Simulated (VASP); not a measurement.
Write the native input for VASP 6.6.1 that does the following.

* Task: single point
* Functional: PBE
* Dispersion: D3(BJ)
* Potentials or basis: VASP PAW PBE potentials, release 64 (Te, Mo_sv)
* Cutoff: 520 eV
* k mesh: 9 × 9 × 1
* Occupations: gaussian, width 0.05 eV
* Spin: no spin polarisation
* Dipole correction: yes
* Further INCAR settings: ALGO = Normal; EDIFF = 1e-06; NBANDS = 35

The structure of Te2Mo lies in POSCAR:

```
Te2Mo
1.0
    3.5038816881      0.0000000000      0.0000000000
   -1.7519408440      3.0344505538      0.0000000000
    0.0000000000      0.0000000000     24.7677198395
Te Mo
4 2
Direct
    0.3333333333      0.6666666667      0.1816881017
    0.3333333333      0.6666666667      0.3284056818
    0.6666666667      0.6666666667      0.4757749198
    0.6666666667      0.6666666667      0.6224924999
    0.6666666667      0.3333333333      0.2550468917
    1.0000000000      0.3333333333      0.5491337098
```

This cell differs from its parent crystal: layers slid over each other.

These files were run (other wordings do the same):

INCAR

```
PREC = Accurate
ENCUT = 520
EDIFF = 1E-6
ISMEAR = 0
SIGMA = 0.05
LREAL = False
LASPH = True
NELM = 100
ALGO = Normal
ISIF = 2
LWAVE = False
LCHARG = False
LDIPOL = True
IDIPOL = 3
DIPOL = 0.5 0.5 0.402
GGA = PE
IVDW = 12
NBANDS = 35
```

KPOINTS

```
Automatic mesh
0
Gamma
  9 9 1
```

Potentials or basis: VASP PAW PBE potentials, release 64 (Te, Mo_sv).

Launch:

```console
$ cat potpaw_PBE.64/Te/POTCAR potpaw_PBE.64/Mo_sv/POTCAR > POTCAR
$ mpirun -np 1 vasp_std > vasp.out
```

Results of the run:

```
Largest force              : 0.078 eV/Å
Band gap on the k mesh     : 1.11 eV (least direct gap 1.16 eV)
Dispersion energy per atom : -0.459 eV
```

Caveat: the cell differs from its parent crystal (layers slid over each other); spin-orbit coupling is left out, which moves the levels of the heavy elements.

It took 13 min on 1 thread of Intel Xeon 8259CL, with other jobs on the host, peak memory 0.51 GiB.
